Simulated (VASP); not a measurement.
# KCl (Fm-3m) in VASP: G0W0 quasiparticle levels with PBE

Aim: the G0W0 quasiparticle levels of KCl with PBE.

Program: VASP 6.6.1. These are calculated values, not measurements. Logs are shortened: lines on timing, memory, paths and dates and some standing lists are left out, and cuts for length are marked.

## Step 1: The cell of the first run

The structure is cubic, space group Fm-3m (No. 225). The conventional cell has a = 6.290 Å, b = 6.290 Å, c = 6.290 Å, α = 90.00°, β = 90.00°, γ = 90.00°. Within 4.1 Å of K (site symmetry m-3m) lie 6 Cl at 3.14 Å. Cl (site symmetry m-3m) has 6 K at 3.14 Å within 4.1 Å.

## Step 2: G0W0 quasiparticle levels, PBE

POSCAR reads:

```
KCl
1.0
    0.0000000000      3.1448483099      3.1448483099
    3.1448483099      0.0000000000      3.1448483099
    3.1448483099      3.1448483099      0.0000000000
K Cl
1 1
Direct
    0.0000000000      0.0000000000      0.0000000000
    0.5000000000      0.5000000000      0.5000000000
```

INCAR.step1 reads:

```
SYSTEM = KCl
PREC = Accurate ; ENCUT = 500
EDIFF = 1E-8 ; ISMEAR = 0
SIGMA = 0.01 ; LREAL = .FALSE.
LASPH = .TRUE. ; NELM = 100
ALGO = Normal ; LWAVE = .TRUE.
LCHARG = .FALSE. ; GGA = PE
```

INCAR.step2 reads:

```
SYSTEM = KCl
PREC = Accurate ; ENCUT = 500
EDIFF = 1E-8 ; ISMEAR = 0
SIGMA = 0.01 ; LREAL = .FALSE.
LASPH = .TRUE. ; NELM = 1
ALGO = Exact ; LWAVE = .TRUE.
LCHARG = .FALSE. ; GGA = PE
NBANDS = 193 ; LOPTICS = .TRUE.
ISTART = 1
```

INCAR.step3 reads:

```
SYSTEM = KCl
PREC = Accurate ; ENCUT = 500
EDIFF = 1E-8 ; ISMEAR = 0
SIGMA = 0.01 ; LREAL = .FALSE.
LASPH = .TRUE. ; ALGO = EVGW0
LWAVE = .FALSE. ; LCHARG = .FALSE.
GGA = PE ; NELMGW = 1
NBANDS = 193 ; ENCUTGW = 120.0
NOMEGA = 96 ; PRECFOCK = Fast
ISTART = 1 ; NBANDSGW = 16
OMEGAMAX = 20
```

KPOINTS reads:

```
regular mesh
0
G
  4 4 4
  0 0 0
```

Potentials or basis: VASP PAW PBE potentials, release 64 (K_sv_GW, Cl_GW).

Command:

```
cat potpaw_PBE.64/K_sv_GW/POTCAR potpaw_PBE.64/Cl_GW/POTCAR > POTCAR
cp INCAR.step1 INCAR
mpirun -np 1 vasp_std > vasp.out
cp INCAR.step2 INCAR
mpirun -np 1 vasp_std > vasp.out
cp INCAR.step3 INCAR
mpirun -np 1 vasp_std > vasp.out
```

OUTCAR:

```text
SYSTEM = KCl
   PREC = Accurate
   ENCUT = 500
   EDIFF = 1E-8
   ISMEAR = 0
   LREAL = .FALSE.
   LASPH = .TRUE.
   GGA = PE
   NELMGW = 1
   ENCUTGW = 120.0
   PRECFOCK = Fast
   ISTART = 1

 ion  position               nearest neighbor table
   1  0.000  0.000  0.000-
   2  0.500  0.500  0.500-

  LATTYP: Found a face centered cubic cell.
 ALAT       =     6.2896966198

  Lattice vectors:

 A1 = (   0.0000000000,   3.1448483099,   3.1448483099)
 A2 = (   3.1448483099,   0.0000000000,   3.1448483099)
 A3 = (   3.1448483099,   3.1448483099,   0.0000000000)

Analysis of symmetry for initial positions (statically):
=====================================================================
 Subroutine PRICEL returns:
 Original cell was already a primitive cell.

 Routine SETGRP: Setting up the symmetry group for a
 face centered cubic supercell.

 Subroutine GETGRP returns: Found 48 space group operations
 (whereof 48 operations were pure point group operations)
 out of a pool of 48 trial point group operations.

The static configuration has the point symmetry O_h .

Analysis of symmetry for dynamics (positions and initial velocities):
=====================================================================
 Subroutine PRICEL returns:
 Original cell was already a primitive cell.

 Routine SETGRP: Setting up the symmetry group for a
 face centered cubic supercell.

 Subroutine GETGRP returns: Found 48 space group operations
 (whereof 48 operations were pure point group operations)
 out of a pool of 48 trial point group operations.

The dynamic configuration has the point symmetry O_h .

 Subroutine INISYM returns: Found 48 space group operations
 (whereof 48 operations are pure point group operations),
 and found     1 'primitive' translations

----------------------------------------------------------------------------------------

                                     Primitive cell

  volume of cell :      62.2055

  direct lattice vectors                    reciprocal lattice vectors
     0.000000000  3.144848310  3.144848310    -0.158990180  0.158990180  0.158990180
     3.144848310  0.000000000  3.144848310     0.158990180 -0.158990180  0.158990180
     3.144848310  3.144848310  0.000000000     0.158990180  0.158990180 -0.158990180

  length of vectors
     4.447487131  4.447487131  4.447487131     0.275379070  0.275379070  0.275379070

  position of ions in fractional coordinates (direct lattice)
     0.000000000  0.000000000  0.000000000
     0.500000000  0.500000000  0.500000000

  ion indices of the primitive-cell ions
   primitive index   ion index
                 1           1
                 2           2

----------------------------------------------------------------------------------------

 KPOINTS: regular mesh

Automatic generation of k-mesh.
 Grid dimensions read from file:
 generate k-points for:    4    4    4

 Generating k-lattice:

  Cartesian coordinates                     Fractional coordinates (reciprocal lattice)
    -0.039747545  0.039747545  0.039747545     0.250000000  0.000000000  0.000000000
     0.039747545 -0.039747545  0.039747545     0.000000000  0.250000000  0.000000000
     0.039747545  0.039747545 -0.039747545     0.000000000  0.000000000  0.250000000

  Length of vectors
     0.068844768  0.068844768  0.068844768

  Shift w.r.t. Gamma in fractional coordinates (k-lattice)
     0.000000000  0.000000000  0.000000000

 Subroutine IBZKPT returns following result:
 ===========================================

 Found      8 irreducible k-points:

 Following reciprocal coordinates:
            Coordinates               Weight
  0.000000  0.000000  0.000000      1.000000
  0.250000  0.000000  0.000000      8.000000
  0.500000  0.000000  0.000000      4.000000
  0.250000  0.250000  0.000000      6.000000
  0.500000  0.250000  0.000000     24.000000
 -0.250000  0.250000  0.000000     12.000000
  0.500000  0.500000  0.000000      3.000000
 -0.250000  0.500000  0.250000      6.000000
   k-points           NKPTS =      8   k-points in BZ     NKDIM =     64   number of bands    NBANDS=    193
   number of dos      NEDOS =    301   number of ions     NIONS =      2
   total plane-waves  NPLWV =  32768
   dimension x,y,z NGX =    32 NGY =   32 NGZ =   32
   dimension x,y,z NGXF=    64 NGYF=   64 NGZF=   64
   ions per type =               1   1
   NGX,Y,Z   is equivalent  to a cutoff of  11.96, 11.96, 11.96 a.u.
   NGXF,Y,Z  is equivalent  to a cutoff of  23.92, 23.92, 23.92 a.u.
 SYSTEM =  KCl
   PREC   = accura    normal or accurate (medium, high low for compatibility)
   ISTART =      1    job   : 0-new  1-cont  2-samecut
   ICHARG =      0    charge: 1-file 2-atom 10-const
   ISPIN  =      1    spin polarized calculation?
   LNONCOLLINEAR =      F non collinear calculations
   LSORBIT =      F    spin-orbit coupling
   LASPH  =      T    aspherical Exc in radial PAW
   ENCUT  =  500.0 eV  36.75 Ry    6.06 a.u.   8.11  8.11  8.11*2*pi/ulx,y,z
   NELM   =     60;   NELMIN=  2; NELMDL=  0     # of ELM steps
   EDIFF  = 0.1E-07   stopping-criterion for ELM
   LREAL  =      F    real-space projection
   EDIFFG = 0.1E-06   stopping-criterion for IOM
   NSW    =      0    number of steps for IOM
   IBRION =     -1    ionic relax: 0-MD 1-quasi-New 2-CG
   NFREE  =      0    steps in history (QN), initial steepest desc. (CG)
   ISIF   =      0    stress and relaxation
   ISYM   =      3    0-nonsym 1-usesym 2-fastsym
   POTIM  = 0.5000    time-step for ionic-motion
   TEBEG  =    0.0;   TEEND  =   0.0 temperature during run
   PSTRESS=    0.0 pullay stress
   NELECT =      16.0000    total number of electrons
   NUPDOWN=      -1.0000    fix difference up-down
   EMIN   =  10.00;   EMAX   =-10.00  energy-range for DOS
   EFERMI =   0.00;   METHOD = LEGACY
   ISMEAR =     0;   SIGMA  =   0.01  broadening in eV -4-tet -1-fermi 0-gaus
   EFERMI_NEDOS =   21; number of points for ismear=-14 and -15
   IALGO  =     38    algorithm
   IMIX   =      4    mixing-type and parameters
     AMIX     =   0.40;   BMIX     =  1.00
     AMIX_MAG =   1.60;   BMIX_MAG =  1.00
  volume/ion in A,a.u.               =      31.10       209.89
  Fermi-wavevector in a.u.,A,eV,Ry     =   1.041130  1.967451 14.748069  1.083952
  Thomas-Fermi vector in A             =   2.175737
   LORBIT       =      0    0 simple, 1 ext, 2 COOP (PROOUT), +10 PAW based schemes
   GGA     = PE    functional components
   LHFCALC =     T    Hartree Fock is set to
   PRECFOCK=fast      Normal, Fast or Accurate (Low or Medium for compatibility)
   ENCUT4O =  -1.0   cutoff for four orbital integrals eV
   NKREDX  =     1    reduce k-point grid by
   NKREDY  =     1    reduce k-point grid by
   NKREDZ  =     1    reduce k-point grid by
   AEXX    =    1.0000 exact exchange contribution
   HFSCREEN=    0.0000 screening length (either q_TF or 0.3 A-1)
   HFSCREENC=   0.0000 screening length for correlation (either q_TF or 0.3 A-1)
   ENCUTFOCK=  -1.0 apply spherical cutoff to Coloumb kernel
   IVDW    =     0    specifies the selected vdW correction
   LEPSILON=     F    determine dielectric tensor
   LRPA    =     F    only Hartree local field effects (RPA)
   LRPAFORCE           =     F    calculate RPA forces
   ENCUTGW             = 120.0    cutoff for response function in eV
   ENCUTGWSOFT         =  96.0    soft cutoff for Coulomb kernel in GW response function in eV
   ENCUTLF             =  -1.0    cutoff for local field effects
   NELMGW              =     1    number of iterations in solving QP/BSE equation
   NELMHF              =     1    number of iterations in the inner HF iteration
   NKREDLFX            =     1    NKREDLFY  =   1   NKREDLFZ  =   1
 non-spin polarized calculation
 Gauss-broadening in eV      SIGMA  =   0.01
  energy-cutoff  :      500.00
  volume of cell :       62.21
 maximum number of plane-waves:      1604
  NGX = 18; NGY = 18; NGZ = 18
   NGX = 17   NGY = 17   NGZ = 17
 maximum number of plane-waves:       200
 NGX is ok and might be reduce to    18

 QP shifts <psi_nk| G(iteration)W_0 |psi_nk>: iteration 1
 for sc-GW calculations column KS-energies equals QP-energies in previous step
 and V_xc(KS)=  KS-energies - (<T + V_ion + V_H > + <T+V_H+V_ion>^1  + <V_x>^1)

 k-point   1 :       0.0000    0.0000    0.0000
  band No.  KS-energies  QP-energies   sigma(KS)   V_xc(KS)     V^pw_x(r,r')   Z            occupation Imag(sigma)

      1     -27.8198     -29.6732     -21.5272     -18.5123     -30.7364       0.6147       2.0000       0.4108
      2     -12.7530     -14.3910     -17.2840     -15.1911     -24.3594       0.7827       2.0000       1.2446
      3     -11.2805     -14.4449     -21.7287     -17.8350     -24.6921       0.8127       2.0000       0.0594
      4     -11.2805     -14.4449     -21.7287     -17.8350     -24.6921       0.8127       2.0000       0.0594
      5     -11.2805     -14.4449     -21.7287     -17.8350     -24.6921       0.8127       2.0000       0.0594
      6      -0.6321      -2.6271     -16.6990     -14.1932     -18.6387       0.7961       2.0000       0.0395
[... 8 lines left out ...]
     15      12.3438      12.5138      -4.0761      -4.2869      -0.6811       0.8061       0.0000      -0.1189
     16      15.3706      18.4038     -10.0818     -13.8477      -6.0417       0.8054       0.0000      -0.1304

 k-point   2 :       0.2500    0.0000    0.0000
  band No.  KS-energies  QP-energies   sigma(KS)   V_xc(KS)     V^pw_x(r,r')   Z            occupation Imag(sigma)

      1     -27.8145     -29.6658     -21.5323     -18.5217     -30.7442       0.6149       2.0000       0.4050
      2     -12.8521     -14.6459     -17.5500     -15.2561     -24.2996       0.7820       2.0000       1.1501
      3     -11.2852     -14.4478     -21.7175     -17.8256     -24.6785       0.8126       2.0000       0.0576
      4     -11.2852     -14.4478     -21.7175     -17.8256     -24.6785       0.8126       2.0000       0.0576
      5     -11.1546     -14.1004     -21.4701     -17.7980     -24.7510       0.8022       2.0000       0.1282
      6      -1.2194      -3.3149     -15.7653     -13.1321     -17.6941       0.7958       2.0000       0.0423
[... 8 lines left out ...]
     15      12.8649      15.0874      -8.2040     -10.8998      -4.5445       0.8244       0.0000      -0.0799
     16      13.6460      16.0239      -8.7576     -11.6564      -5.0034       0.8203       0.0000      -0.0839

 k-point   3 :       0.5000    0.0000    0.0000
  band No.  KS-energies  QP-energies   sigma(KS)   V_xc(KS)     V^pw_x(r,r')   Z            occupation Imag(sigma)

      1     -27.8091     -29.6579     -21.5376     -18.5312     -30.7521       0.6150       2.0000       0.3992
      2     -12.9387     -14.8233     -17.7323     -15.2914     -24.2485       0.7721       2.0000       1.0803
      3     -11.2898     -14.4495     -21.7063     -17.8165     -24.6651       0.8123       2.0000       0.0554
      4     -11.2898     -14.4495     -21.7063     -17.8165     -24.6651       0.8123       2.0000       0.0554
      5     -11.0402     -13.8064     -21.3008     -17.7934     -24.8030       0.7887       2.0000       0.1696
      6      -1.6870      -3.8757     -15.2539     -12.4994     -17.2329       0.7946       2.0000       0.0470
[... 8 lines left out ...]
     15      11.3262      14.3325      -9.9209     -13.5911      -6.3189       0.8191       0.0000      -0.0609
     16      11.3262      14.3325      -9.9209     -13.5911      -6.3189       0.8191       0.0000      -0.0609

 k-point   4 :       0.2500    0.2500    0.0000
  band No.  KS-energies  QP-energies   sigma(KS)   V_xc(KS)     V^pw_x(r,r')   Z            occupation Imag(sigma)

      1     -27.8128     -29.6643     -21.5342     -18.5247     -30.7467       0.6152       2.0000       0.4051
      2     -12.8003     -14.5678     -17.5048     -15.2721     -24.3344       0.7917       2.0000       1.1796
      3     -11.3083     -14.4638     -21.6757     -17.7763     -24.6422       0.8092       2.0000       0.0628
      4     -11.3083     -14.4638     -21.6757     -17.7763     -24.6422       0.8092       2.0000       0.0628
      5     -11.2043     -14.2074     -21.5034     -17.7774     -24.7069       0.8060       2.0000       0.1107
      6      -1.2636      -3.3667     -15.7968     -13.1522     -17.7501       0.7952       2.0000       0.0430
[... 8 lines left out ...]
     15      12.2971      14.5031      -8.7081     -11.3994      -5.0405       0.8196       0.0000      -0.0611
     16      13.2872      15.4798      -8.3662     -11.0291      -4.7086       0.8234       0.0000      -0.0833
[... 24 lines left out ...]
      1     -27.8092     -29.6578     -21.5377     -18.5310     -30.7519       0.6148       2.0000       0.4012
      2     -12.8606     -14.7287     -17.6516     -15.3063     -24.3013       0.7965       2.0000       1.1265
      3     -11.3439     -14.4952     -21.6029     -17.6966     -24.5736       0.8067       2.0000       0.0669
      4     -11.2901     -14.4502     -21.7060     -17.8153     -24.6646       0.8122       2.0000       0.0555
      5     -11.1153     -13.9883     -21.3899     -17.7880     -24.7658       0.7977       2.0000       0.1452
      6      -1.4479      -3.5902     -15.5656     -12.8704     -17.5313       0.7948       2.0000       0.0445
[... 8 lines left out ...]
     15      11.2793      13.6577      -8.8638     -11.7559      -5.2622       0.8224       0.0000      -0.0637
     16      12.1779      14.2006      -8.4986     -10.9463      -4.9375       0.8264       0.0000      -0.0586

 k-point   7 :       0.5000    0.5000    0.0000
  band No.  KS-energies  QP-energies   sigma(KS)   V_xc(KS)     V^pw_x(r,r')   Z            occupation Imag(sigma)

      1     -27.8060     -29.6561     -21.5417     -18.5366     -30.7565       0.6156       2.0000       0.4036
      2     -12.6535     -14.3399     -17.3740     -15.3397     -24.4611       0.8290       2.0000       1.2637
      3     -11.4233     -14.5774     -21.4407     -17.5165     -24.4210       0.8038       2.0000       0.0761
      4     -11.3365     -14.4876     -21.6231     -17.7167     -24.5927       0.8066       2.0000       0.0660
      5     -11.3365     -14.4876     -21.6231     -17.7167     -24.5927       0.8066       2.0000       0.0660
      6      -1.2907      -3.4302     -15.9948     -13.3091     -17.9851       0.7966       2.0000       0.0431
[... 8 lines left out ...]
     15      10.9853      13.8856      -9.1080     -12.6199      -5.6068       0.8259       0.0000      -0.0548
     16      13.2993      14.2207      -6.9438      -8.1014      -3.1007       0.7960       0.0000      -0.1439

 k-point   8 :      -0.2500    0.5000    0.2500
  band No.  KS-energies  QP-energies   sigma(KS)   V_xc(KS)     V^pw_x(r,r')   Z            occupation Imag(sigma)

      1     -27.8059     -29.6563     -21.5415     -18.5368     -30.7567       0.6158       2.0000       0.4015
      2     -12.7493     -14.5754     -17.5615     -15.3536     -24.3903       0.8270       2.0000       1.1879
      3     -11.3798     -14.5296     -21.5309     -17.6165     -24.5060       0.8047       2.0000       0.0710
      4     -11.3798     -14.5296     -21.5309     -17.6165     -24.5060       0.8047       2.0000       0.0710
      5     -11.1915     -14.1876     -21.5292     -17.8064     -24.7347       0.8048       2.0000       0.1098
      6      -1.1196      -3.1976     -16.0741     -13.4569     -18.0411       0.7940       2.0000       0.0428
[... 8 lines left out ...]
     15      11.3432      12.9648      -7.7824      -9.7275      -4.3528       0.8337       0.0000      -0.0586
     16      12.0930      13.9932      -8.0445     -10.3813      -4.4002       0.8131       0.0000      -0.0840
```

Run time: 2.7 min. Hardware: 1 thread of Intel Xeon 6975P-C (Granite Rapids), shared host; peak memory 0.65 GiB.

Results:

* Quasiparticle gap: 7.90 eV
* Least direct quasiparticle gap: 7.90 eV
* Band gap of the starting levels on the mesh: 5.19 eV
* Least direct gap of the starting levels on the mesh: 5.19 eV

Caveat: the k points lie up to 0.43 Å⁻¹ apart; bands, screening cutoff and mesh are small and nothing is extrapolated, so the quasiparticle values aren't converged.
